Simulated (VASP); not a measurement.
A run of VASP 6.6.1:

File POSCAR:

```
LiCl
1.0
    0.0000000000      2.6929980000      2.6929980000
    2.6929980000      0.0000000000      2.6929980000
    2.6929980000      2.6929980000      0.0000000000
Li Cl
1 1
Direct
    0.0000000000      0.0000000000      0.0000000000
    0.5000000000      0.5000000000      0.5000000000
```

Contents of INCAR.step1:

```
SYSTEM = LiCl
  PREC = Accurate
  ENCUT = 520
  ISMEAR = 0
  SIGMA = 0.05
  LREAL = .FALSE.
  LASPH = .TRUE.
  NELM = 60
  NBANDS = 12
  GGA = PE
  ALGO = Normal
  EDIFF = 1E-4
  LWAVE = .TRUE.
  LCHARG = .FALSE.
```

Contents of INCAR.step2:

```
SYSTEM = LiCl
  PREC = Accurate
  ENCUT = 520
  EDIFF = 1E-7
  ISMEAR = 0
  SIGMA = 0.05
  LREAL = .FALSE.
  LASPH = .TRUE.
  NELM = 60
  ALGO = Normal
  ISIF = 2
  LWAVE = .FALSE.
  LCHARG = .FALSE.
  METAGGA = R2SCAN
  LMIXTAU = .TRUE.
  NBANDS = 12
  ISTART = 1
```

Contents of KPOINTS:

```
regular mesh
0
G
  8 8 8
  0 0 0
```

Potentials or basis: VASP PAW PBE potentials, release 64 (Li_sv, Cl).

Run with:

```console
$ cat potpaw_PBE.64/Li_sv/POTCAR potpaw_PBE.64/Cl/POTCAR > POTCAR
$ cp INCAR.step1 INCAR
$ mpirun -np 1 vasp_std > vasp.out
$ cp INCAR.step2 INCAR
$ mpirun -np 1 vasp_std > vasp.out
```

Hardware: 1 thread of Intel Xeon 8259CL, on a shared host.

Q: Estimate the wall time of this run.

A: It took 2 min on 1 thread of Intel Xeon 8259CL, on a shared host, peak memory 0.16 GiB. Counts: k points 29.
